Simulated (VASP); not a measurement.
# SrCuB5 (R-3m) in VASP: notebook

Runs on SrCuB5. Level: PBE. Tasks: single point, relaxation of cell and atoms.

Program: VASP 6.6.1. These are calculated values, not measurements. Logs are shortened: lines on timing, memory, paths and dates and some standing lists are left out, and cuts for length are marked.

## 1. The cell of the first run

It takes space group R-3m (No. 166, trigonal). The conventional cell has a = 5.599 Å, b = 5.599 Å, c = 10.106 Å, α = 90.00°, β = 90.00°, γ = 120.00°. Within 3.8 Å of Sr (site symmetry -3m) lie 20 B at 2.80 to 3.74 Å and 6 Cu at 3.65 Å. Cu (site symmetry -3m) has 8 B at 2.04 to 2.33 Å within 2.7 Å. Within 2.2 Å of B (site symmetry 2/m) lie 2 B at 1.66 Å. Within 2.2 Å of B (site symmetry 3m) lie 3 B at 1.66 Å and 1 Cu at 2.04 Å.

The cell was built from a structure type or drawn by symmetry, and may not be a known phase.

## 2. Single point, PBE

The input, INCAR:

```
SYSTEM = SrCuB5
PREC     = Accurate       ! precision mode
ENCUT    = 520            ! plane-wave cutoff, eV
EDIFF    = 1E-7           ! SCF threshold, eV
ISMEAR   = 0              ! smearing method
SIGMA    = 0.1            ! smearing width, eV
LREAL    = .False.        ! projectors in reciprocal space
LASPH    = .True.         ! aspherical terms in the spheres
NELM     = 100            ! most SCF steps
ALGO     = Normal         ! electronic algorithm
ISIF     = 2              ! what is computed and relaxed
LWAVE    = .False.        ! write WAVECAR
LCHARG   = .True.         ! write CHGCAR
GGA      = PE             ! functional
LELF     = .True.         ! ELF
LVHAR    = .True.       
NBANDS   = 27             ! bands
```

The input, KPOINTS:

```
regular mesh
0
Gamma
  6 6 6
  0 0 0
```

The input, POSCAR:

```
SrCuB5
1.0
    2.7995656950      1.6163300087      3.3686263038
   -2.7995656950      1.6163300087      3.3686263038
    0.0000000000     -3.2326600142      3.3686263053
Sr Cu B
1 1 5
Direct
    0.0000000000      0.0000000000      0.0000000000
    0.5000000000      0.5000000000      0.5000000000
    0.5000000000      0.5000000000      0.0000000000
    0.0000000000      0.5000000000      0.5000000000
    0.5000000000      0.0000000000      0.5000000000
    0.2981122131      0.2981122131      0.2981122131
    0.7018877869      0.7018877869      0.7018877869
```

Potentials or basis: VASP PAW PBE potentials, release 64 (Sr_sv, Cu, B).

On the command line:

```bash
> cat potpaw_PBE.64/Sr_sv/POTCAR potpaw_PBE.64/Cu/POTCAR potpaw_PBE.64/B/POTCAR > POTCAR
> mpirun -np 1 vasp_std > vasp.out
```

OUTCAR:

```text
SYSTEM = SrCuB5
   PREC = Accurate
   ENCUT = 520
   EDIFF = 1E-7
   ISMEAR = 0
   LREAL = .False.
   LASPH = .True.
   NELM = 100
   ISIF = 2
   GGA = PE

 ion  position               nearest neighbor table
   1  0.000  0.000  0.000-   3 2.80   3 2.80   4 2.80   4 2.80   5 2.80   5 2.80   6 3.01   7 3.01
                             6 3.25   7 3.25   7 3.25   6 3.25   7 3.25   6 3.25   2 3.65   2 3.65
   2  0.500  0.500  0.500-   6 2.04   7 2.04   3 2.33   3 2.33   5 2.33   4 2.33   5 2.33   4 2.33
                             1 3.65   1 3.65   1 3.65   1 3.65   1 3.65   1 3.65
   3  0.500  0.500  0.000-   6 1.66   7 1.66   2 2.33   2 2.33   1 2.80   1 2.80
   4  0.000  0.500  0.500-   6 1.66   7 1.66   2 2.33   2 2.33   1 2.80   1 2.80
   5  0.500  0.000  0.500-   6 1.66   7 1.66   2 2.33   2 2.33   1 2.80   1 2.80
   6  0.298  0.298  0.298-   4 1.66   5 1.66   3 1.66   2 2.04   1 3.01   1 3.25   1 3.25   1 3.25

   7  0.702  0.702  0.702-   4 1.66   5 1.66   3 1.66   2 2.04   1 3.01   1 3.25   1 3.25   1 3.25

  LATTYP: Found a trigonal (rhomboedric) cell.
 ALAT       =     4.6688043386
 COS(alpha) =     0.2808823066

  Lattice vectors:

 A1 = (   2.7995656950,   1.6163300087,   3.3686263038)
 A2 = (  -2.7995656950,   1.6163300087,   3.3686263038)
 A3 = (   0.0000000000,  -3.2326600142,   3.3686263053)

Analysis of symmetry for initial positions (statically):
=====================================================================
 Subroutine PRICEL returns:
 Original cell was already a primitive cell.

 Routine SETGRP: Setting up the symmetry group for a
 trigonal (rhombohedral) supercell.

 Subroutine GETGRP returns: Found 12 space group operations
 (whereof 12 operations were pure point group operations)
 out of a pool of 12 trial point group operations.

The static configuration has the point symmetry D_3d.

Analysis of symmetry for dynamics (positions and initial velocities):
=====================================================================
 Subroutine PRICEL returns:
 Original cell was already a primitive cell.

 Routine SETGRP: Setting up the symmetry group for a
 trigonal (rhombohedral) supercell.

 Subroutine GETGRP returns: Found 12 space group operations
 (whereof 12 operations were pure point group operations)
 out of a pool of 12 trial point group operations.

The dynamic configuration has the point symmetry D_3d.

 Subroutine INISYM returns: Found 12 space group operations
 (whereof 12 operations are pure point group operations),
 and found     1 'primitive' translations
[... 104 lines left out ...]
   NELM   =    100;   NELMIN=  2; NELMDL= -5     # of ELM steps
   EDIFF  = 0.1E-06   stopping-criterion for ELM
   LREAL  =      F    real-space projection
   EDIFFG = 0.1E-05   stopping-criterion for IOM
   NSW    =      0    number of steps for IOM
   IBRION =     -1    ionic relax: 0-MD 1-quasi-New 2-CG
   NFREE  =      0    steps in history (QN), initial steepest desc. (CG)
   ISIF   =      2    stress and relaxation
   ISYM   =      2    0-nonsym 1-usesym 2-fastsym
   POTIM  = 0.5000    time-step for ionic-motion
   TEBEG  =    0.0;   TEEND  =   0.0 temperature during run
   PSTRESS=    0.0 pullay stress
   NELECT =      36.0000    total number of electrons
   NUPDOWN=      -1.0000    fix difference up-down
   EMIN   =  10.00;   EMAX   =-10.00  energy-range for DOS
   EFERMI =   0.00;   METHOD = LEGACY
   ISMEAR =     0;   SIGMA  =   0.10  broadening in eV -4-tet -1-fermi 0-gaus
   EFERMI_NEDOS =   21; number of points for ismear=-14 and -15
   IALGO  =     38    algorithm
   IMIX   =      4    mixing-type and parameters
     AMIX     =   0.40;   BMIX     =  1.00
     AMIX_MAG =   1.60;   BMIX_MAG =  1.00
  volume/ion in A,a.u.               =      13.07        88.17
  Fermi-wavevector in a.u.,A,eV,Ry     =   1.199778  2.267251 19.585127  1.439466
  Thomas-Fermi vector in A             =   2.335631
   LORBIT       =      0    0 simple, 1 ext, 2 COOP (PROOUT), +10 PAW based schemes
   GGA     = PE    functional components
   LHFCALC =     F    Hartree Fock is set to
   AEXX    =    0.0000 exact exchange contribution
   IVDW    =     0    specifies the selected vdW correction
   LEPSILON=     F    determine dielectric tensor
   LRPA    =     F    only Hartree local field effects (RPA)
 non-spin polarized calculation
 Gauss-broadening in eV      SIGMA  =   0.10
  energy-cutoff  :      520.00
  volume of cell :       91.46
 maximum number of plane-waves:      2479
   NGX = 17   NGY = 17   NGZ = 17

 number of electron      36.0000004 magnetization

 Free energy of the ion-electron system (eV)
  ---------------------------------------------------
  ext. energy  EPLUGINS =         0.00000000
  ---------------------------------------------------
  free energy    TOTEN  =       -36.38608615 eV

  energy without entropy =      -36.37509714  energy(sigma->0) =      -36.38059165

 E-fermi :   4.4310     XC(G=0): -10.2276

 val. band max:        4.3929396503   @ k =  -0.3333   0.3333   0.3333
 cond. band min:       4.4346434453   @ k =   0.5000   0.1667   0.1667
 fundamental gap:      0.0417037950
 Fermi energy:         4.4310356217

 k-point     1 :       0.0000    0.0000    0.0000
  band No.  band energies     occupation
      1     -31.0906      2.00000
      2     -13.2434      2.00000
      3     -13.2434      2.00000
      4     -13.0643      2.00000
      5      -7.7905      2.00000
      6      -4.4100      2.00000
[... 709 lines left out ...]
     26      10.1270      0.00000
     27      10.5601      0.00000

 [... further k-points ...]
[... 5 lines left out ...]
  --------------------------------------------------------------------------------------
  -------------------------------------------------------------------------------------
  Total        0.1215682      0.1215682      0.1771778      0.0000000      0.0000000      0.0000000
  in kB        2.1296376      2.1296376      3.1038094      0.0000000      0.0000000      0.0000000
  external PRESSURE =       2.4543615 kB  Pullay stress =       0.0000000 kB

 VOLUME and BASIS-vectors are now :
 -----------------------------------------------------------------------------
  energy-cutoff  :      520.00
  volume of cell :       91.46
      direct lattice vectors                 reciprocal lattice vectors
     2.799565695  1.616330009  3.368626304     0.178599131  0.103114256  0.098952304
    -2.799565695  1.616330009  3.368626304    -0.178599131  0.103114256  0.098952304
     0.000000000 -3.232660014  3.368626305     0.000000000 -0.206228513  0.098952304

 POSITION                                       TOTAL-FORCE (eV/Angst)
 -----------------------------------------------------------------------------------
      0.00000      0.00000      0.00000        -0.000000      0.000000      0.000000
      0.00000      0.00000      5.05294         0.000000      0.000000      0.000000
      0.00000      1.61633      3.36863        -0.000000     -0.000000     -0.000000
     -1.39978     -0.80817      3.36863        -0.000000      0.000000      0.000000
      1.39978     -0.80817      3.36863        -0.000000     -0.000000     -0.000000
      0.00000      0.00000      3.01269        -0.000000     -0.000000     -0.015487
      0.00000      0.00000      7.09319        -0.000000      0.000000      0.015487
 -----------------------------------------------------------------------------------
    total drift:                               -0.000000     -0.000000      0.000000

  FREE ENERGIE OF THE ION-ELECTRON SYSTEM (eV)
  ---------------------------------------------------
  free  energy   TOTEN  =       -36.3860861512 eV

  energy  without entropy=      -36.3750971411  energy(sigma->0) =      -36.38059165
```

OSZICAR:

```text
N       E                     dE             d eps       ncg     rms          rms(c)
DAV:   1     0.236635185901E+03    0.23664E+03   -0.16295E+04  1728   0.142E+03
DAV:   2    -0.211101377094E+02   -0.25775E+03   -0.24228E+03  1829   0.324E+02
DAV:   3    -0.462796923464E+02   -0.25170E+02   -0.23605E+02  2314   0.979E+01
[... 14 lines left out ...]
DAV:  18    -0.363860979223E+02    0.74936E-04   -0.24664E-04  2696   0.338E-01    0.382E-02
DAV:  19    -0.363860854716E+02    0.12451E-04   -0.51970E-05  2535   0.196E-01    0.138E-02
DAV:  20    -0.363860865980E+02   -0.11264E-05   -0.15270E-05  2816   0.520E-02    0.820E-03
DAV:  21    -0.363860860604E+02    0.53751E-06   -0.16421E-06  2343   0.326E-02    0.252E-03
DAV:  22    -0.363860862168E+02   -0.15631E-06   -0.49164E-07  1903   0.151E-02    0.322E-03
DAV:  23    -0.363860861512E+02    0.65589E-07   -0.24979E-07  1435   0.154E-02
   1 F= -.36386086E+02 E0= -.36380592E+02  d E =-.109890E-01
```

stdout:

```text
POSCAR found type information on POSCAR SrCuB
 POSCAR found :  3 types and       7 ions
 scaLAPACK will be used
 LDA part: xc-table for (Slater+PW92), standard interpolation
 POSCAR, INCAR and KPOINTS ok, starting setup
 FFT: planning ... GRIDC
 FFT: planning ... GRID_SOFT
 FFT: planning ... GRID
 WAVECAR not read
 entering main loop
```

Wall time 60 s (1 thread of AMD EPYC 9R45 (Zen 5), shared host); peak memory 0.22 GiB.

Results:

```
Free energy            : -36.3861 eV
Pressure               : 0.2 GPa
Largest force          : 0.015 eV/Å
Band gap on the k mesh : zero (bands 18 and 19 overlap by 2.40 eV)
```

Forces on the atoms (eV/Å):
```
Sr   0.000  0.000  0.000
Cu   0.000  0.000  0.000
B    0.000  0.000  0.000
B    0.000  0.000  0.000
B    0.000  0.000  0.000
B    0.000  0.000 -0.015
B    0.000  0.000  0.015
```

Stress tensor (GPa, compression positive):
```
0.21 0.00 0.00
0.00 0.21 0.00
0.00 0.00 0.31
```

Levels at points of the mesh, in eV from the Fermi level:
```
           k point  band 14  band 15  band 16  band 17  band 18  band 19  band 20  band 21  band 22  band 23
(0.00, 0.00, 0.00)    -2.98    -2.83    -2.83    -1.30    -1.30    -0.94     2.04     2.04     2.43     2.57
(0.50, 0.00, 0.00)    -3.47    -3.12    -2.77    -1.97    -1.67    -0.54     0.86     1.00     3.26     3.64
(0.50, 0.50, 0.00)    -3.42    -3.00    -2.60    -2.59    -0.54     0.74     1.07     2.76     3.02     3.11
(0.50, 0.50, 0.50)    -3.37    -2.73    -2.73    -0.50     1.45     1.45     2.74     2.74     3.45     3.53
```

## 3. Single point, PBE

This run uses another cell than the first one, of 17.15 Å³/atom.

The input, INCAR:

```
PREC = Accurate
ENCUT = 520
EDIFF = 1E-6
ISMEAR = 0
SIGMA = 0.1
LREAL = F
LASPH = T
NELM = 60
ALGO = Normal
ISIF = 2
LWAVE = F
LCHARG = F
GGA = PE
NBANDS = 27
```

The input, KPOINTS:

```
Automatic mesh
0
Gamma
  6 6 6
```

The input, POSCAR:

```
SrCuB5
1.0
    2.5474932200      1.4707959000      5.3408262600
   -2.5474932200      1.4707959000      5.3408262600
    0.0000000000     -2.9415917900      5.3408262600
Sr Cu B
1 1 5
Direct
    0.0000000000      0.0000000000      0.0000000000
    0.5000000000      0.5000000000      0.5000000000
    0.5000000000      0.5000000000      0.0000000000
    0.0000000000      0.5000000000      0.5000000000
    0.5000000000      0.0000000000      0.5000000000
    0.1447503100      0.1447503100      0.1447503100
    0.8552496900      0.8552496900      0.8552496900
```

Potentials or basis: VASP PAW PBE potentials, release 64 (Sr_sv, Cu, B).

On the command line:

```bash
> cat potpaw_PBE.64/Sr_sv/POTCAR potpaw_PBE.64/Cu/POTCAR potpaw_PBE.64/B/POTCAR > POTCAR
> mpirun -np 1 vasp_std > vasp.out
```

It took 3.7 min on 1 thread of AMD EPYC 9R45 (Zen 5), shared host; peak memory 0.36 GiB.

The run converged. Its results:

| Quantity | Value |
| --- | --- |
| Free energy | -19.3979 eV |
| Pressure | -4.5 GPa |
| Largest force | 3.186 eV/Å |
| Band gap on the k mesh | zero (bands 18 and 19 overlap by 0.67 eV) |

Forces in eV/Å, atoms in the order of the input:
```
Sr   0.000  0.000  0.000
Cu   0.000  0.000  0.000
B    0.000  0.000  0.000
B    0.000  0.000  0.000
B    0.000  0.000  0.000
B    0.000  0.000  3.186
B    0.000  0.000 -3.186
```

Stress tensor (GPa, compression positive):
```
-7.69  0.00  0.00
 0.00 -7.69  0.00
 0.00  0.00  2.02
```

Levels at points of the mesh, in eV from the Fermi level:
```csv
k point,band 15,band 16,band 17,band 18,band 19,band 20,band 21,band 22
"(0.00, 0.00, 0.00)",-1.68,-1.68,0.05,0.05,0.09,0.09,0.57,1.08
"(0.50, 0.00, 0.00)",-1.72,-1.62,-1.57,-1.07,0.10,0.74,1.23,2.57
"(0.50, 0.50, 0.00)",-1.74,-1.53,-0.33,0.17,0.90,0.96,1.30,1.93
"(0.50, 0.50, 0.50)",-1.74,-0.13,-0.07,-0.07,0.35,0.88,0.88,1.14
```

Caveat: the cell stands under tension; forces of over 1 eV/Å act on the atoms, so gaps and moduli don't describe the material at rest.

## 4. Relaxation of cell and atoms, PBE

This run uses another cell than the first one, of 17.15 Å³/atom.

The input, INCAR:

```
SYSTEM = SrCuB5
PREC     = Accurate       ! precision mode
ENCUT    = 600            ! plane-wave cutoff, eV
EDIFF    = 1E-7           ! SCF threshold, eV
ISMEAR   = 0              ! smearing method
SIGMA    = 0.1            ! smearing width, eV
LREAL    = .False.        ! projectors in reciprocal space
LASPH    = .True.         ! aspherical terms in the spheres
NELM     = 80             ! most SCF steps
ALGO     = Normal         ! electronic algorithm
ISIF     = 3              ! what is computed and relaxed
LWAVE    = .False.        ! write WAVECAR
LCHARG   = .False.        ! write CHGCAR
GGA      = PE             ! functional
IBRION   = 2              ! ionic algorithm
NSW      = 90             ! ionic steps
EDIFFG   = -0.04          ! ionic threshold
```

The input, KPOINTS:

```
regular mesh
0
Gamma
  6 6 6
  0 0 0
```

POSCAR is that of step 3.

On the command line:

```bash
> cat potpaw_PBE.64/Sr_sv/POTCAR potpaw_PBE.64/Cu/POTCAR potpaw_PBE.64/B/POTCAR > POTCAR
> mpirun -np 1 vasp_std > vasp.out
```

It took 59 min on 1 thread of AMD EPYC 9R45 (Zen 5), shared host; peak memory 0.47 GiB.

It converged, with:

```yaml
Free_energy: -36.3908 eV
Relaxed_volume: 13.13 Å³/atom
Relaxed_cell: a = 4.680 Å, b = 4.680 Å, c = 4.680 Å, α = 73.53°, β = 73.53°, γ = 73.53°
Space_group_after_relaxing_to_0.1_Å: R-3m (No. 166)
Pressure_after_relaxing: -0.1 GPa
Largest_force_after_relaxing: 0.010 eV/Å
Band_gap_on_the_k_mesh: zero (bands 18 and 19 overlap by 2.37 eV)
```

Forces on the atoms (eV/Å):
```
Sr   0.000  0.000  0.000
Cu   0.000  0.000  0.000
B    0.000  0.000  0.000
B    0.000  0.000  0.000
B    0.000  0.000  0.000
B    0.000  0.000 -0.010
B    0.000  0.000  0.010
```

Stress tensor (GPa, compression positive):
```
 0.03  0.00  0.00
 0.00  0.03  0.00
 0.00  0.00 -0.21
```

Final structure:
```xyz
7
Lattice="2.8009 1.6171 3.3824 -2.8009 1.6171 3.3824 0.0000 -3.2343 3.3824" Properties=species:S:1:pos:R:3 pbc="T T T"
Sr    0.0000    0.0000    0.0000
Cu    0.0000    0.0000    5.0737
B     0.0000    1.6171    3.3824
B    -1.4005   -0.8086    3.3824
B     1.4005   -0.8086    3.3824
B     0.0000    0.0000    3.0296
B     0.0000    0.0000    7.1177
```

Levels at points of the mesh, in eV from the Fermi level:
```tsv
k point	band 14	band 15	band 16	band 17	band 18	band 19	band 20	band 21	band 22
(0.00, 0.00, 0.00)	-2.99	-2.82	-2.82	-1.28	-1.28	-0.92	2.03	2.03	2.37
(0.50, 0.00, 0.00)	-3.47	-3.11	-2.76	-1.95	-1.68	-0.55	0.86	1.01	3.25
(0.50, 0.50, 0.00)	-3.40	-3.00	-2.59	-2.59	-0.54	0.74	1.06	2.77	3.00
(0.50, 0.50, 0.50)	-3.35	-2.72	-2.72	-0.48	1.45	1.45	2.72	2.72	3.51
```

Caveat: the volume moved by over 15 % at a fixed basis, so the end points are rough.

## 5. Single point, PBE

The input, INCAR:

```
PREC = Accurate
ENCUT = 520
EDIFF = 1E-7
ISMEAR = 0
SIGMA = 0.1
LREAL = False
LASPH = True
NELM = 80
ALGO = Normal
ISIF = 2
LWAVE = False
LCHARG = True
GGA = PE
LELF = True
LVHAR = True
NBANDS = 27
```

The input, KPOINTS:

```
regular mesh
0
Gamma
  12 12 12
```

The input, POSCAR:

```
SrCuB5
1.0
    2.7997440730      1.6164329942      3.3695497501
   -2.7997440730      1.6164329942      3.3695497501
    0.0000000000     -3.2328659884      3.3695497501
Sr Cu B
1 1 5
Direct
    0.0000000000      0.0000000000      0.0000000000
    0.5000000000      0.5000000000      0.5000000000
    0.5000000000      0.5000000000      0.0000000000
    0.0000000000      0.5000000000      0.5000000000
    0.5000000000      0.0000000000      0.5000000000
    0.2981340896      0.2981340896      0.2981340896
    0.7018659104      0.7018659104      0.7018659104
```

On the command line:

```bash
> cat potpaw_PBE.64/Sr_sv/POTCAR potpaw_PBE.64/Cu/POTCAR potpaw_PBE.64/B/POTCAR > POTCAR
> mpirun -np 1 vasp_std > vasp.out
```

Wall time 5.7 min (1 thread of AMD EPYC 9R45 (Zen 5), shared host); peak memory 0.53 GiB.

It converged, with:

| Property | Result |
| --- | --- |
| Free energy | -36.3582 eV |
| Pressure | 0.2 GPa |
| Largest force | 0.020 eV/Å |
| Band gap on the k mesh | zero (bands 18 and 19 overlap by 2.40 eV) |

Forces in eV/Å, atoms in the order of the input:
```
Sr   0.000  0.000  0.000
Cu   0.000  0.000  0.000
B    0.000  0.000  0.000
B    0.000  0.000  0.000
B    0.000  0.000  0.000
B    0.000  0.000 -0.020
B    0.000  0.000  0.020
```

Stress tensor (GPa, compression positive):
```
0.16 0.00 0.00
0.00 0.16 0.00
0.00 0.00 0.31
```

Levels at points of the mesh, in eV from the Fermi level:
```csv
k point,band 15,band 16,band 17,band 18,band 19,band 20,band 21,band 22
"(0.00, 0.00, 0.00)",-2.79,-2.79,-1.25,-1.25,-0.89,2.09,2.09,2.47
"(0.50, 0.00, 0.00)",-3.07,-2.72,-1.92,-1.63,-0.49,0.91,1.06,3.31
"(0.50, 0.50, 0.00)",-2.95,-2.55,-2.55,-0.49,0.80,1.12,2.81,3.07
"(0.50, 0.50, 0.50)",-2.68,-2.68,-0.44,1.50,1.50,2.79,2.79,3.51
```

## 6. Overview

```tsv
task	cell	k mesh	cutoff (eV)	gap on the mesh (eV)	pressure (GPa)	largest force (eV/Å)
single point	a = 4.669 Å, angles 73.7°, 7 atoms, atomic positions A	6 × 6 × 6	520	none	0.2	0.02
single point	a = 6.097 Å, angles 49.4°, 7 atoms, atomic positions B	6 × 6 × 6	520	none	-4.5	3.19
relaxation of cell and atoms	relaxed from a = 6.097 Å, angles 49.4°, 7 atoms, atomic positions B	6 × 6 × 6	600	none	-0.1	0.01
single point	a = 4.670 Å, angles 73.7°, 7 atoms, atomic positions A	12 × 12 × 12	520	none	0.2	0.02
```

Alike in all rows: level PBE; potentials or basis VASP PAW PBE potentials, release 64 (Sr_sv, Cu, B); no spin polarisation; smearing gaussian 0.1 eV.

Caveats: the cell stands under tension (at least some runs); forces of over 1 eV/Å act on the atoms, so gaps and moduli don't describe the material at rest (at least some runs); the volume moved by over 15 % at a fixed basis, so the end points are rough (at least some runs).

Absolute energies hang on the potentials; compare differences alone.
